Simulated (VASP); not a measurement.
# Sc5Mo (P6/mmm) in VASP: notebook

The runs below take Sc5Mo through single point, relaxation of cell and atoms, with PBE.

Program: VASP 6.6.1. These are calculated values, not measurements. Logs are shortened: lines on timing, memory, paths and dates and some standing lists are left out, and cuts for length are marked.

**1. The cell of the first run**

Symmetry: P6/mmm, No. 191, hexagonal system. The conventional cell has a = 5.608 Å, b = 5.608 Å, c = 4.356 Å, α = 90.00°, β = 90.00°, γ = 120.00°. Sc (site symmetry -6m2) has 9 Sc at 2.71 to 3.24 Å and 3 Mo at 3.24 Å within 3.6 Å. Within 3.6 Å of Sc (site symmetry mmm) lie 8 Sc at 2.71 to 2.80 Å and 4 Mo at 3.55 Å. Within 4.3 Å of Mo (site symmetry 6/mmm) lie 18 Sc at 3.24 to 3.55 Å.

**2. Single point, PBE**

File INCAR:

```
SYSTEM = Sc5Mo
PREC     = Accurate       ! precision mode
ENCUT    = 520            ! plane-wave cutoff, eV
EDIFF    = 1E-6           ! SCF threshold, eV
ISMEAR   = 0              ! smearing method
SIGMA    = 0.1            ! smearing width, eV
LREAL    = .False.        ! projectors in reciprocal space
LASPH    = .True.         ! aspherical terms in the spheres
NELM     = 60             ! most SCF steps
ALGO     = Fast           ! electronic algorithm
ISIF     = 2              ! what is computed and relaxed
LWAVE    = .False.        ! write WAVECAR
LCHARG   = .False.        ! write CHGCAR
GGA      = PE             ! functional
NBANDS   = 44             ! bands
```

File KPOINTS:

```
regular mesh
0
Gamma
  6 6 4
  0 0 0
```

File POSCAR:

```
Sc5Mo
1.0
    5.6078391200      0.0000000000      0.0000000000
   -2.8039195600      4.8565311400      0.0000000000
    0.0000000000      0.0000000000      4.3557547200
Sc Mo
5 1
Direct
    0.3333333300      0.6666666700      0.0000000000
    0.6666666700      0.3333333300      0.0000000000
    0.5000000000      0.0000000000      0.5000000000
    0.5000000000      0.5000000000      0.5000000000
    0.0000000000      0.5000000000      0.5000000000
    0.0000000000      0.0000000000      0.0000000000
```

Potentials or basis: VASP PAW PBE potentials, release 64 (Sc_sv, Mo_sv).

On the command line:

```console
$ cat potpaw_PBE.64/Sc_sv/POTCAR potpaw_PBE.64/Mo_sv/POTCAR > POTCAR
$ mpirun -np 1 vasp_std > vasp.out
```

OUTCAR:

```text
SYSTEM = Sc5Mo
   PREC = Accurate
   ENCUT = 520
   EDIFF = 1E-6
   ISMEAR = 0
   LREAL = .False.
   LASPH = .True.
   NELM = 60
   ISIF = 2
   GGA = PE

 ion  position               nearest neighbor table
   1  0.333  0.667  0.000-   5 2.71   5 2.71   3 2.71   3 2.71   4 2.71   4 2.71   6 3.24   2 3.24
                             2 3.24   6 3.24   6 3.24   2 3.24
   2  0.667  0.333  0.000-   5 2.71   5 2.71   3 2.71   3 2.71   4 2.71   4 2.71   6 3.24   1 3.24
                             1 3.24   6 3.24   6 3.24   1 3.24
   3  0.500  0.000  0.500-   1 2.71   2 2.71   1 2.71   2 2.71   4 2.80   5 2.80   4 2.80   5 2.80

   4  0.500  0.500  0.500-   1 2.71   2 2.71   1 2.71   2 2.71   5 2.80   5 2.80   3 2.80   3 2.80

   5  0.000  0.500  0.500-   1 2.71   2 2.71   1 2.71   2 2.71   4 2.80   4 2.80   3 2.80   3 2.80

   6  0.000  0.000  0.000-   1 3.24   2 3.24   2 3.24   1 3.24   2 3.24   1 3.24

  LATTYP: Found a hexagonal cell.
 ALAT       =     5.6078391200
 C/A-ratio  =     0.7767260484

  Lattice vectors:

 A1 = (   5.6078391200,   0.0000000000,   0.0000000000)
 A2 = (  -2.8039195600,   4.8565311400,   0.0000000000)
 A3 = (   0.0000000000,   0.0000000000,   4.3557547200)

Analysis of symmetry for initial positions (statically):
=====================================================================
 Subroutine PRICEL returns:
 Original cell was already a primitive cell.

 Routine SETGRP: Setting up the symmetry group for a
 hexagonal supercell.

 Subroutine GETGRP returns: Found 24 space group operations
 (whereof 24 operations were pure point group operations)
 out of a pool of 24 trial point group operations.

The static configuration has the point symmetry D_6h.

Analysis of symmetry for dynamics (positions and initial velocities):
=====================================================================
 Subroutine PRICEL returns:
 Original cell was already a primitive cell.

 Routine SETGRP: Setting up the symmetry group for a
 hexagonal supercell.

 Subroutine GETGRP returns: Found 24 space group operations
 (whereof 24 operations were pure point group operations)
 out of a pool of 24 trial point group operations.

The dynamic configuration has the point symmetry D_6h.

 Subroutine INISYM returns: Found 24 space group operations
 (whereof 24 operations are pure point group operations),
 and found     1 'primitive' translations

----------------------------------------------------------------------------------------

                                     Primitive cell

  volume of cell :     118.6274

  direct lattice vectors                    reciprocal lattice vectors
     5.607839120  0.000000000  0.000000000     0.178321806  0.102954143  0.000000000
    -2.803919560  4.856531140  0.000000000     0.000000000  0.205908285  0.000000000
     0.000000000  0.000000000  4.355754720     0.000000000  0.000000000  0.229581339

  length of vectors
     5.607839120  5.607839122  4.355754720     0.205908285  0.205908285  0.229581339

  position of ions in fractional coordinates (direct lattice)
     0.333333330  0.666666670  0.000000000
     0.666666670  0.333333330  0.000000000
     0.500000000  0.000000000  0.500000000
     0.500000000  0.500000000  0.500000000
     0.000000000  0.500000000  0.500000000
     0.000000000  0.000000000  0.000000000

  ion indices of the primitive-cell ions
   primitive index   ion index
                 1           1
                 2           2
                 3           3
                 4           4
                 5           5
                 6           6

----------------------------------------------------------------------------------------

 KPOINTS: regular mesh

Automatic generation of k-mesh.
 Grid dimensions read from file:
 generate k-points for:    6    6    4

 Generating k-lattice:

  Cartesian coordinates                     Fractional coordinates (reciprocal lattice)
     0.029720301  0.017159024  0.000000000     0.166666667  0.000000000  0.000000000
     0.000000000  0.034318048  0.000000000     0.000000000  0.166666667  0.000000000
     0.000000000  0.000000000  0.057395335     0.000000000  0.000000000  0.250000000

  Length of vectors
     0.034318048  0.034318048  0.057395335

  Shift w.r.t. Gamma in fractional coordinates (k-lattice)
     0.000000000  0.000000000  0.000000000

 Subroutine IBZKPT returns following result:
 ===========================================

 Found     21 irreducible k-points:

 Following reciprocal coordinates:
            Coordinates               Weight
  0.000000  0.000000  0.000000      1.000000
  0.166667  0.000000  0.000000      6.000000
  0.333333 -0.000000  0.000000      6.000000
  0.500000  0.000000  0.000000      3.000000
  0.166667  0.166667  0.000000      6.000000
  0.333333  0.166667  0.000000     12.000000
[... 13 lines left out ...]
  0.333333  0.166667  0.500000     12.000000
  0.333333  0.333333  0.500000      2.000000
   k-points           NKPTS =     21   k-points in BZ     NKDIM =     21   number of bands    NBANDS=     44
   number of dos      NEDOS =    301   number of ions     NIONS =      6
   total plane-waves  NPLWV =  56448
   dimension x,y,z NGX =    42 NGY =   42 NGZ =   32
   dimension x,y,z NGXF=    84 NGYF=   84 NGZF=   64
   ions per type =               5   1
   NGX,Y,Z   is equivalent  to a cutoff of  12.45, 12.45, 12.21 a.u.
   NGXF,Y,Z  is equivalent  to a cutoff of  24.90, 24.90, 24.43 a.u.
 SYSTEM =  Sc5Mo
   PREC   = accura    normal or accurate (medium, high low for compatibility)
   ISTART =      0    job   : 0-new  1-cont  2-samecut
   ICHARG =      2    charge: 1-file 2-atom 10-const
   ISPIN  =      1    spin polarized calculation?
   LNONCOLLINEAR =      F non collinear calculations
   LSORBIT =      F    spin-orbit coupling
   LASPH  =      T    aspherical Exc in radial PAW
   ENCUT  =  520.0 eV  38.22 Ry    6.18 a.u.  10.43 10.43  8.10*2*pi/ulx,y,z
   NELM   =     60;   NELMIN=  2; NELMDL= -5     # of ELM steps
   EDIFF  = 0.1E-05   stopping-criterion for ELM
   LREAL  =      F    real-space projection
   EDIFFG = 0.1E-04   stopping-criterion for IOM
   NSW    =      0    number of steps for IOM
   IBRION =     -1    ionic relax: 0-MD 1-quasi-New 2-CG
   NFREE  =      0    steps in history (QN), initial steepest desc. (CG)
   ISIF   =      2    stress and relaxation
   ISYM   =      2    0-nonsym 1-usesym 2-fastsym
   POTIM  = 0.5000    time-step for ionic-motion
   TEBEG  =    0.0;   TEEND  =   0.0 temperature during run
   PSTRESS=    0.0 pullay stress
   NELECT =      69.0000    total number of electrons
   NUPDOWN=      -1.0000    fix difference up-down
   EMIN   =  10.00;   EMAX   =-10.00  energy-range for DOS
   EFERMI =   0.00;   METHOD = LEGACY
   ISMEAR =     0;   SIGMA  =   0.10  broadening in eV -4-tet -1-fermi 0-gaus
   EFERMI_NEDOS =   21; number of points for ismear=-14 and -15
   IALGO  =     68    algorithm
   IMIX   =      4    mixing-type and parameters
     AMIX     =   0.40;   BMIX     =  1.00
     AMIX_MAG =   1.60;   BMIX_MAG =  1.00
  volume/ion in A,a.u.               =      19.77       133.42
  Fermi-wavevector in a.u.,A,eV,Ry     =   1.366562  2.582429 25.408784  1.867493
  Thomas-Fermi vector in A             =   2.492692
   LORBIT       =      0    0 simple, 1 ext, 2 COOP (PROOUT), +10 PAW based schemes
   GGA     = PE    functional components
   LHFCALC =     F    Hartree Fock is set to
   AEXX    =    0.0000 exact exchange contribution
   IVDW    =     0    specifies the selected vdW correction
   LEPSILON=     F    determine dielectric tensor
   LRPA    =     F    only Hartree local field effects (RPA)
 non-spin polarized calculation
 RMM-DIIS sequential band-by-band and
 Gauss-broadening in eV      SIGMA  =   0.10
  energy-cutoff  :      520.00
  volume of cell :      118.63
 maximum number of plane-waves:      3216
 NGX is ok and might be reduce to    42
   NGX = 21   NGY = 21   NGZ = 17

 number of electron      68.9999971 magnetization

 Free energy of the ion-electron system (eV)
  ---------------------------------------------------
  ext. energy  EPLUGINS =         0.00000000
  ---------------------------------------------------
  free energy    TOTEN  =       -35.92396293 eV

  energy without entropy =      -35.87946782  energy(sigma->0) =      -35.90171537

 E-fermi :   5.4473     XC(G=0): -10.9480

 val. band max:        5.4377070267   @ k =   0.3333   0.1667   0.2500
 cond. band min:       5.4698382052   @ k =   0.0000   0.0000   0.2500
 fundamental gap:      0.0321311786
 Fermi energy:         5.4473316744

 k-point     1 :       0.0000    0.0000    0.0000
  band No.  band energies     occupation
      1     -55.2529      2.00000
      2     -43.5259      2.00000
      3     -43.2345      2.00000
      4     -43.2345      2.00000
      5     -43.1224      2.00000
      6     -43.0433      2.00000
[... 36 lines left out ...]
     43       6.9606      0.00000
     44       8.4401      0.00000

 k-point     2 :       0.1667    0.0000    0.0000
  band No.  band energies     occupation
      1     -55.2529      2.00000
      2     -43.5125      2.00000
      3     -43.2635      2.00000
      4     -43.2345      2.00000
      5     -43.1061      2.00000
      6     -43.0444      2.00000
[... 36 lines left out ...]
     43       7.1185      0.00000
     44       7.8693      0.00000

 k-point     3 :       0.3333   -0.0000    0.0000
  band No.  band energies     occupation
      1     -55.2529      2.00000
      2     -43.4769      2.00000
      3     -43.3203      2.00000
      4     -43.2346      2.00000
      5     -43.0821      2.00000
      6     -43.0480      2.00000
[... 835 lines left out ...]
     43       7.0535      0.00000
     44       8.1023      0.00000

 k-point    21 :       0.3333    0.3333    0.5000
  band No.  band energies     occupation
      1     -55.2528      2.00000
      2     -43.3262      2.00000
      3     -43.3262      2.00000
      4     -43.2339      2.00000
      5     -43.1402      2.00000
      6     -43.1402      2.00000
[... 36 lines left out ...]
     43       7.5822      0.00000
     44       7.5887      0.00000

------------------------ aborting loop because EDIFF is reached ----------------------------------------

  FORCE on cell =-STRESS in cart. coord.  units (eV):
  Direction    XX          YY          ZZ          XY          YZ          ZX
  --------------------------------------------------------------------------------------
  -------------------------------------------------------------------------------------
  Total        5.2551620      5.2551620     17.0169386      0.0000000      0.0000000      0.0000000
  in kB       70.9760053     70.9760053    229.8300833      0.0000000      0.0000000      0.0000000
  external PRESSURE =     123.9273646 kB  Pullay stress =       0.0000000 kB

 VOLUME and BASIS-vectors are now :
 -----------------------------------------------------------------------------
  energy-cutoff  :      520.00
  volume of cell :      118.63
      direct lattice vectors                 reciprocal lattice vectors
     5.607839120  0.000000000  0.000000000     0.178321806  0.102954143  0.000000000
    -2.803919560  4.856531140  0.000000000     0.000000000  0.205908285  0.000000000
     0.000000000  0.000000000  4.355754720     0.000000000  0.000000000  0.229581339

 POSITION                                       TOTAL-FORCE (eV/Angst)
 -----------------------------------------------------------------------------------
     -0.00000      3.23769      0.00000        -0.000000     -0.000000     -0.000000
      2.80392      1.61884      0.00000         0.000000      0.000000      0.000000
      2.80392      0.00000      2.17788        -0.000000      0.000000     -0.000000
      1.40196      2.42827      2.17788        -0.000000      0.000000     -0.000000
     -1.40196      2.42827      2.17788        -0.000000      0.000000     -0.000000
      0.00000      0.00000      0.00000        -0.000000      0.000000     -0.000000
 -----------------------------------------------------------------------------------
    total drift:                                0.000000     -0.000000      0.000000

  FREE ENERGIE OF THE ION-ELECTRON SYSTEM (eV)
  ---------------------------------------------------
  free  energy   TOTEN  =       -35.9239629298 eV

  energy  without entropy=      -35.8794678201  energy(sigma->0) =      -35.90171537
```

Run time: 4.6 min. Hardware: 1 thread of Oxide Virtual Turin-like, shared host; peak memory 0.24 GiB.

What came out:

- Free energy: -35.9240 eV
- Pressure: 12.4 GPa

Caveat: the k points lie up to 0.36 Å⁻¹ apart.

**3. Single point, PBE**

This run uses another cell than the first one, of 23.31 Å³/atom, 1.179 times its volume.

File INCAR:

```
SYSTEM = Sc5Mo
PREC = Accurate ; ENCUT = 520
EDIFF = 1E-6 ; ISMEAR = 0
SIGMA = 0.1 ; LREAL = .FALSE.
LASPH = .TRUE. ; NELM = 60
ALGO = Fast ; ISIF = 2
LWAVE = .FALSE. ; LCHARG = .TRUE.
GGA = PE ; LELF = .TRUE.
LVHAR = .TRUE. ; NBANDS = 44
```

File KPOINTS:

```
Automatic mesh
0
G
  6 6 4
  0 0 0
```

File POSCAR:

```
Sc5Mo
1.0
    5.4789699743      0.0000000000      0.0000000000
   -2.7394849871      4.7449271843      0.0000000000
    0.0000000000      0.0000000000      5.3801927976
Sc Mo
5 1
Direct
    0.3333333333      0.6666666667      0.0000000000
    0.6666666667      0.3333333333      0.0000000000
    0.5000000000      0.0000000000      0.5000000000
    0.5000000000      0.5000000000      0.5000000000
    0.0000000000      0.5000000000      0.5000000000
    0.0000000000      0.0000000000      0.0000000000
```

Potentials or basis: VASP PAW PBE potentials, release 64 (Sc_sv, Mo_sv).

On the command line:

```console
$ cat potpaw_PBE.64/Sc_sv/POTCAR potpaw_PBE.64/Mo_sv/POTCAR > POTCAR
$ mpirun -np 1 vasp_std > vasp.out
```

It took 5.7 min on 1 thread of Oxide Virtual Turin-like, shared host; peak memory 0.28 GiB.

The run converged. Its results:

```yaml
Free_energy: -37.7312 eV
Pressure: 0.2 GPa
```

Stress tensor (GPa, compression positive):
```
0.07 0.00 0.00
0.00 0.07 0.00
0.00 0.00 0.31
```

Levels at points of the mesh, in eV from the Fermi level:
```tsv
k point	band 31	band 32	band 33	band 34	band 35	band 36	band 37	band 38
(0.00, 0.00, 0.00)	-0.97	-0.85	0.07	0.07	0.35	0.35	0.36	0.67
(0.50, 0.00, 0.00)	-0.70	-0.56	-0.41	-0.27	-0.25	-0.19	0.14	0.47
(0.00, 0.00, 0.50)	-0.48	-0.48	-0.45	-0.45	-0.42	-0.42	-0.02	0.51
(0.50, 0.00, 0.50)	-0.59	-0.47	-0.43	0.13	0.28	0.38	0.41	0.42
```

**4. Relaxation of cell and atoms, PBE**

File INCAR:

```
SYSTEM = Sc5Mo
ALGO     = Fast           ! electronic algorithm
EDIFF    = 1E-6           ! SCF threshold, eV
EDIFFG   = -0.04          ! ionic threshold
ENCUT    = 600            ! plane-wave cutoff, eV
GGA      = PE             ! functional
IBRION   = 2              ! ionic algorithm
ISIF     = 3              ! what is computed and relaxed
ISMEAR   = 0              ! smearing method
LASPH    = .TRUE.         ! aspherical terms in the spheres
LCHARG   = .FALSE.        ! write CHGCAR
LREAL    = .FALSE.        ! projectors in reciprocal space
LWAVE    = .FALSE.        ! write WAVECAR
NELM     = 60             ! most SCF steps
NSW      = 90             ! ionic steps
PREC     = Accurate       ! precision mode
SIGMA    = 0.1            ! smearing width, eV
```

File KPOINTS:

```
k-points
0
G
  6 6 4
  0 0 0
```

File POSCAR:

```
Sc5Mo
1.0
    5.6078391200      0.0000000000      0.0000000000
   -2.8039195600      4.8565311400      0.0000000000
    0.0000000000      0.0000000000      4.3557547200
Sc Mo
5 1
Direct
    0.3333333300      0.6666666700      0.0000000000
    0.6666666700      0.3333333300      0.0000000000
    0.5000000000      0.0000000000      0.5000000000
    0.5000000000      0.5000000000      0.5000000000
    0.0000000000      0.5000000000      0.5000000000
    0.0000000000      0.0000000000      0.0000000000
```

On the command line:

```console
$ cat potpaw_PBE.64/Sc_sv/POTCAR potpaw_PBE.64/Mo_sv/POTCAR > POTCAR
$ mpirun -np 1 vasp_std > vasp.out
```

It took 53 min on 1 thread of Oxide Virtual Turin-like, shared host; peak memory 0.32 GiB.

Results (log left out):

| Quantity | Value |
| --- | --- |
| Free energy | -37.7210 eV |
| Relaxed volume | 23.30 Å³/atom |
| Relaxed cell | a = 5.473 Å, b = 5.473 Å, c = 5.389 Å, α = 90.00°, β = 90.00°, γ = 120.00° |
| Space group after relaxing (to 0.05 Å) | P6/mmm (No. 191) |
| Energy gained by relaxing | 299.3 meV/atom |
| Ionic steps | 8 |
| Pressure after relaxing | 0.1 GPa |

The path:
| step | energy change (eV) | largest force (eV/Å) | pressure (GPa) | volume (Å³) |
| --- | --- | --- | --- | --- |
| 1 | 0.0000 | 0.0000 | 12.43 | 118.63 |
| 2 | -1.3636 | 0.0000 | -1.83 | 146.59 |
| 3 | -1.3647 | 0.0000 | -2.19 | 147.88 |
| 4 | -1.6645 | 0.0000 | -1.50 | 144.81 |
| 5 | -1.7912 | 0.0000 | -0.06 | 140.25 |
| 6 | -1.7947 | 0.0000 | -0.35 | 141.03 |
| 7 | -1.7948 | 0.0000 | -0.29 | 140.87 |
| 8 | -1.7955 | 0.0000 | 0.14 | 139.82 |

Final structure:
```
Sc Mo
1.0
     5.47337    0.00000    0.00000
    -2.73668    4.74008    0.00000
     0.00000    0.00000    5.38924
Sc Mo
5 1
Direct
  0.33333 0.66667 0.00000
  0.66667 0.33333 0.00000
  0.50000 0.00000 0.50000
  0.50000 0.50000 0.50000
  0.00000 0.50000 0.50000
  0.00000 0.00000 0.00000
```

Levels at points of the mesh, in eV from the Fermi level:
| k point | band 32 | band 33 | band 34 | band 35 | band 36 | band 37 |
| --- | --- | --- | --- | --- | --- | --- |
| (0.00, 0.00, 0.00) | -0.86 | 0.07 | 0.07 | 0.35 | 0.35 | 0.35 |
| (0.50, 0.00, 0.00) | -0.56 | -0.41 | -0.27 | -0.24 | -0.18 | 0.14 |
| (0.00, 0.00, 0.50) | -0.48 | -0.45 | -0.45 | -0.41 | -0.41 | -0.03 |
| (0.50, 0.00, 0.50) | -0.47 | -0.43 | 0.12 | 0.28 | 0.38 | 0.41 |

Caveat: the k points lie up to 0.29 Å⁻¹ apart in the final cell; the volume moved by over 15 % at a fixed basis, so the end points are rough.

**5. Summary**

| task | cell | cutoff (eV) | gap on the mesh (eV) | pressure (GPa) |
| --- | --- | --- | --- | --- |
| single point | a = 5.608, b = 5.608, c = 4.356 Å, angles 90.0, 90.0, 120.0°, 6 atoms | 520 | none | 12.4 |
| single point | a = 5.479, b = 5.479, c = 5.380 Å, angles 90.0, 90.0, 120.0°, 6 atoms | 520 | none | 0.2 |
| relaxation of cell and atoms | relaxed from a = 5.608, b = 5.608, c = 4.356 Å, angles 90.0, 90.0, 120.0°, 6 atoms | 600 | none | 0.1 |

Alike in all rows: level PBE; potentials or basis VASP PAW PBE potentials, release 64 (Sc_sv, Mo_sv); no spin polarisation; k mesh 6 × 6 × 4; smearing gaussian 0.1 eV.

Caveats: some runs use coarse meshes; the volume moved by over 15 % at a fixed basis, so the end points are rough (some runs).

Absolute energies hang on the potentials; compare differences alone.
